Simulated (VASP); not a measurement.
# P4C (I-4) in VASP: single point with PBE

Aim: the single point of P4C with PBE.

Program: VASP 6.6.1. These are calculated values, not measurements. Logs are shortened: lines on timing, memory, paths and dates and some standing lists are left out, and cuts for length are marked.

## Step 1: The cell of the first run

Symmetry: I-4, No. 82, tetragonal system. Conventional cell: a = 5.382 Å, b = 5.382 Å, c = 5.864 Å, α = 90.00°, β = 90.00°, γ = 90.00°. P (site symmetry 1) has 1 C at 1.94 Å and 3 P at 2.28 to 2.38 Å within 2.6 Å. Within 2.6 Å of C (site symmetry -4) lie 4 P at 1.94 Å.

## Step 2: Single point, PBE

Contents of INCAR:

```
SYSTEM = P4C
  ALGO = Normal
  EDIFF = 1E-6
  ENCUT = 520
  GGA = PE
  ISIF = 2
  ISMEAR = 0
  LASPH = .TRUE.
  LCHARG = .TRUE.
  LELF = .TRUE.
  LREAL = .FALSE.
  LVHAR = .TRUE.
  LWAVE = .FALSE.
  NBANDS = 20
  NELM = 100
  PREC = Accurate
  SIGMA = 0.02
```

Contents of KPOINTS:

```
k-points
0
G
  10 10 10
  0 0 0
```

Contents of POSCAR:

```
P4C
1.0
   -2.6908242666      2.6908242666      2.9319499082
    2.6908242666     -2.6908242666      2.9319499082
    2.6908242666      2.6908242666     -2.9319499082
P C
4 1
Direct
    0.3318673620      0.0519192972      0.8615438106
    0.1903754866      0.4703235514      0.1384561894
    0.5296764486      0.6681326380      0.7200519352
    0.9480807028      0.8096245134      0.2799480648
    0.0000000000      0.0000000000      0.0000000000
```

Potentials or basis: VASP PAW PBE potentials, release 64 (P, C).

Started as:

```sh
> cat potpaw_PBE.64/P/POTCAR potpaw_PBE.64/C/POTCAR > POTCAR
> mpirun -np 1 vasp_std > vasp.out
```

OUTCAR:

```text
SYSTEM = P4C
   EDIFF = 1E-6
   ENCUT = 520
   GGA = PE
   ISIF = 2
   ISMEAR = 0
   LASPH = .TRUE.
   LREAL = .FALSE.
   NELM = 100
   PREC = Accurate

 ion  position               nearest neighbor table
   1  0.332  0.052  0.862-   5 1.94   4 2.28   3 2.28   2 2.38
   2  0.190  0.470  0.138-   5 1.94   3 2.28   4 2.28   1 2.38
   3  0.530  0.668  0.720-   5 1.94   2 2.28   1 2.28   4 2.38
   4  0.948  0.810  0.280-   5 1.94   1 2.28   2 2.28   3 2.38
   5  0.000  0.000  0.000-   2 1.94   3 1.94   1 1.94   4 1.94

  LATTYP: Found a body centered tetragonal cell.
 ALAT       =     5.3816485332
 C/A-ratio  =     1.0896103267

  Lattice vectors:

 A1 = (  -2.6908242666,   2.6908242666,   2.9319499082)
 A2 = (   2.6908242666,  -2.6908242666,   2.9319499082)
 A3 = (   2.6908242666,   2.6908242666,  -2.9319499082)

Analysis of symmetry for initial positions (statically):
=====================================================================
 Subroutine PRICEL returns:
 Original cell was already a primitive cell.

 Routine SETGRP: Setting up the symmetry group for a
 body centered tetragonal supercell.

 Subroutine GETGRP returns: Found  4 space group operations
 (whereof  4 operations were pure point group operations)
 out of a pool of 16 trial point group operations.

The static configuration has the point symmetry S_4 .

Analysis of symmetry for dynamics (positions and initial velocities):
=====================================================================
 Subroutine PRICEL returns:
 Original cell was already a primitive cell.

 Routine SETGRP: Setting up the symmetry group for a
 body centered tetragonal supercell.

 Subroutine GETGRP returns: Found  4 space group operations
 (whereof  4 operations were pure point group operations)
 out of a pool of 16 trial point group operations.

The dynamic configuration has the point symmetry S_4 .

 Subroutine INISYM returns: Found  4 space group operations
 (whereof  4 operations are pure point group operations),
 and found     1 'primitive' translations

----------------------------------------------------------------------------------------

                                     Primitive cell

  volume of cell :      84.9155

  direct lattice vectors                    reciprocal lattice vectors
    -2.690824267  2.690824267  2.931949908     0.000000000  0.185816668  0.170534974
     2.690824267 -2.690824267  2.931949908     0.185816668  0.000000000  0.170534974
     2.690824267  2.690824267 -2.931949908     0.185816668  0.185816668  0.000000000

  length of vectors
     4.803894330  4.803894330  4.803894330     0.252210252  0.252210252  0.262784452

  position of ions in fractional coordinates (direct lattice)
     0.331867362  0.051919297  0.861543811
     0.190375487  0.470323551  0.138456189
     0.529676449  0.668132638  0.720051935
     0.948080703  0.809624513  0.279948065
     0.000000000  0.000000000  0.000000000

  ion indices of the primitive-cell ions
   primitive index   ion index
                 1           1
                 2           2
                 3           3
                 4           4
                 5           5

----------------------------------------------------------------------------------------

 KPOINTS: k-points

Automatic generation of k-mesh.
 Grid dimensions read from file:
 generate k-points for:   10   10   10

 Generating k-lattice:

  Cartesian coordinates                     Fractional coordinates (reciprocal lattice)
     0.000000000  0.018581667  0.017053497     0.100000000  0.000000000 -0.000000000
     0.018581667  0.000000000  0.017053497     0.000000000  0.100000000 -0.000000000
     0.018581667  0.018581667  0.000000000     0.000000000  0.000000000  0.100000000

  Length of vectors
     0.025221025  0.025221025  0.026278445

  Shift w.r.t. Gamma in fractional coordinates (k-lattice)
     0.000000000  0.000000000  0.000000000

 Subroutine IBZKPT returns following result:
 ===========================================

 Found    144 irreducible k-points:

 Following reciprocal coordinates:
            Coordinates               Weight
  0.000000  0.000000  0.000000      1.000000
  0.100000  0.000000 -0.000000      8.000000
  0.200000  0.000000 -0.000000      8.000000
  0.300000  0.000000 -0.000000      8.000000
  0.400000  0.000000 -0.000000      8.000000
  0.500000  0.000000 -0.000000      4.000000
[... 16 lines left out ...]
  0.200000  0.200000 -0.000000      8.000000
  0.300000  0.200000 -0.000000      8.000000
 [... further k-points ...]
   k-points           NKPTS =    144   k-points in BZ     NKDIM =    144   number of bands    NBANDS=     20
   number of dos      NEDOS =    301   number of ions     NIONS =      5
   total plane-waves  NPLWV =  46656
   dimension x,y,z NGX =    36 NGY =   36 NGZ =   36
   dimension x,y,z NGXF=    72 NGYF=   72 NGZF=   72
   ions per type =               4   1
   NGX,Y,Z   is equivalent  to a cutoff of  12.46, 12.46, 12.46 a.u.
   NGXF,Y,Z  is equivalent  to a cutoff of  24.92, 24.92, 24.92 a.u.
 SYSTEM =  P4C
   PREC   = accura    normal or accurate (medium, high low for compatibility)
   ISTART =      0    job   : 0-new  1-cont  2-samecut
   ICHARG =      2    charge: 1-file 2-atom 10-const
   ISPIN  =      1    spin polarized calculation?
   LNONCOLLINEAR =      F non collinear calculations
   LSORBIT =      F    spin-orbit coupling
   LASPH  =      T    aspherical Exc in radial PAW
   ENCUT  =  520.0 eV  38.22 Ry    6.18 a.u.   8.93  8.93  8.93*2*pi/ulx,y,z
   NELM   =    100;   NELMIN=  2; NELMDL= -5     # of ELM steps
   EDIFF  = 0.1E-05   stopping-criterion for ELM
   LREAL  =      F    real-space projection
   EDIFFG = 0.1E-04   stopping-criterion for IOM
   NSW    =      0    number of steps for IOM
   IBRION =     -1    ionic relax: 0-MD 1-quasi-New 2-CG
   NFREE  =      0    steps in history (QN), initial steepest desc. (CG)
   ISIF   =      2    stress and relaxation
   ISYM   =      2    0-nonsym 1-usesym 2-fastsym
   POTIM  = 0.5000    time-step for ionic-motion
   TEBEG  =    0.0;   TEEND  =   0.0 temperature during run
   PSTRESS=    0.0 pullay stress
   NELECT =      24.0000    total number of electrons
   NUPDOWN=      -1.0000    fix difference up-down
   EMIN   =  10.00;   EMAX   =-10.00  energy-range for DOS
   EFERMI =   0.00;   METHOD = LEGACY
   ISMEAR =     0;   SIGMA  =   0.02  broadening in eV -4-tet -1-fermi 0-gaus
   EFERMI_NEDOS =   21; number of points for ismear=-14 and -15
   IALGO  =     38    algorithm
   IMIX   =      4    mixing-type and parameters
     AMIX     =   0.40;   BMIX     =  1.00
     AMIX_MAG =   1.60;   BMIX_MAG =  1.00
  volume/ion in A,a.u.               =      16.98       114.61
  Fermi-wavevector in a.u.,A,eV,Ry     =   1.074359  2.030245 15.704493  1.154248
  Thomas-Fermi vector in A             =   2.210185
   LORBIT       =      0    0 simple, 1 ext, 2 COOP (PROOUT), +10 PAW based schemes
   GGA     = PE    functional components
   LHFCALC =     F    Hartree Fock is set to
   AEXX    =    0.0000 exact exchange contribution
   IVDW    =     0    specifies the selected vdW correction
   LEPSILON=     F    determine dielectric tensor
   LRPA    =     F    only Hartree local field effects (RPA)
 non-spin polarized calculation
 Gauss-broadening in eV      SIGMA  =   0.02
  energy-cutoff  :      520.00
  volume of cell :       84.92
 maximum number of plane-waves:      2314
   NGX = 17   NGY = 17   NGZ = 17

 number of electron      23.9999997 magnetization

 Free energy of the ion-electron system (eV)
  ---------------------------------------------------
  ext. energy  EPLUGINS =         0.00000000
  ---------------------------------------------------
  free energy    TOTEN  =       -27.63850665 eV

  energy without entropy =      -27.63850665  energy(sigma->0) =      -27.63850665

 E-fermi :   6.1855     XC(G=0):  -9.8143

 val. band max:        6.0897495109   @ k =   0.4000   0.2000  -0.1000
 cond. band min:       6.4769937537   @ k =   0.5000   0.5000   0.5000
 fundamental gap:      0.3872442428
 Fermi energy:         6.1854645806

 k-point     1 :       0.0000    0.0000    0.0000
  band No.  band energies     occupation
      1     -10.2412      2.00000
      2      -5.0262      2.00000
      3      -4.1664      2.00000
      4      -3.3822      2.00000
      5      -3.3822      2.00000
      6       0.6318      2.00000
[... 12 lines left out ...]
     19      13.3858      0.00000
     20      13.3858      0.00000

 k-point     2 :       0.1000    0.0000   -0.0000
  band No.  band energies     occupation
      1     -10.1810      2.00000
      2      -5.3704      2.00000
      3      -4.2401      2.00000
      4      -3.4403      2.00000
      5      -3.0114      2.00000
      6       0.6072      2.00000
[... 12 lines left out ...]
     19      13.1017      0.00000
     20      13.1510      0.00000

 k-point     3 :       0.2000    0.0000   -0.0000
  band No.  band energies     occupation
      1     -10.0055      2.00000
      2      -6.0472      2.00000
      3      -4.3456      2.00000
      4      -3.5811      2.00000
      5      -2.3559      2.00000
      6       0.4793      2.00000
[... 12 lines left out ...]
     19      12.3440      0.00000
     20      12.8862      0.00000

 k-point     4 :       0.3000    0.0000   -0.0000
  band No.  band energies     occupation
      1      -9.7360      2.00000
      2      -6.7471      2.00000
      3      -4.4492      2.00000
      4      -3.7366      2.00000
      5      -1.7261      2.00000
      6       0.2337      2.00000
[... 429 lines left out ...]
 k-point    23 :       0.2000    0.2000   -0.0000
  band No.  band energies     occupation
      1      -9.6080      2.00000
      2      -6.8897      2.00000
      3      -5.1004      2.00000
      4      -2.9710      2.00000
      5      -1.9258      2.00000
      6       0.1178      2.00000
[... 12 lines left out ...]
     19      11.8520      0.00000
     20      13.2726      0.00000

 k-point    24 :       0.3000    0.2000   -0.0000
  band No.  band energies     occupation
      1      -9.3258      2.00000
      2      -7.3232      2.00000
      3      -5.4107      2.00000
      4      -2.8960      2.00000
      5      -1.4687      2.00000
      6      -0.0320      2.00000
[... 12 lines left out ...]
     19      11.6649      0.00000
     20      13.1564      0.00000

 [... further k-points ...]
[... 5 lines left out ...]
  --------------------------------------------------------------------------------------
  -------------------------------------------------------------------------------------
  Total       -0.1653264     -0.1653264     -0.1020256      0.0000001      0.0000000      0.0000000
  in kB       -3.1193610     -3.1193610     -1.9250076      0.0000015      0.0000000      0.0000000
  external PRESSURE =      -2.7212432 kB  Pullay stress =       0.0000000 kB

 VOLUME and BASIS-vectors are now :
 -----------------------------------------------------------------------------
  energy-cutoff  :      520.00
  volume of cell :       84.92
      direct lattice vectors                 reciprocal lattice vectors
    -2.690824267  2.690824267  2.931949908     0.000000000  0.185816668  0.170534974
     2.690824267 -2.690824267  2.931949908     0.185816668  0.000000000  0.170534974
     2.690824267  2.690824267 -2.931949908     0.185816668  0.185816668  0.000000000

 POSITION                                       TOTAL-FORCE (eV/Angst)
 -----------------------------------------------------------------------------------
      1.56497      3.07155     -1.40076        -0.024326     -0.006582     -0.015695
      1.12585     -0.38073      1.53119         0.024326      0.006582     -0.015695
      2.31009      1.56497      1.40076         0.006582     -0.024326      0.015695
      0.38073      1.12585      4.33271        -0.006582      0.024326      0.015695
      0.00000      0.00000      0.00000         0.000000      0.000000      0.000000
 -----------------------------------------------------------------------------------
    total drift:                                0.000000     -0.000000     -0.000000

  FREE ENERGIE OF THE ION-ELECTRON SYSTEM (eV)
  ---------------------------------------------------
  free  energy   TOTEN  =       -27.6385066489 eV

  energy  without entropy=      -27.6385066489  energy(sigma->0) =      -27.63850665
```

Wall time 2.4 min (1 thread of AMD EPYC 9R45 (Zen 5), shared host); peak memory 0.3 GiB.

What came out:

| Quantity | Value |
| --- | --- |
| Free energy | -27.6385 eV |
| Pressure | -0.3 GPa |
| Largest force | 0.030 eV/Å |
| Band gap on the k mesh | 0.39 eV (least direct gap 0.81 eV) |

Forces on the atoms (eV/Å):
```
P   -0.024 -0.007 -0.016
P    0.024  0.007 -0.016
P    0.007 -0.024  0.016
P   -0.007  0.024  0.016
C    0.000  0.000  0.000
```

Stress tensor (GPa, compression positive):
```
-0.31  0.00  0.00
 0.00 -0.31  0.00
 0.00  0.00 -0.19
```
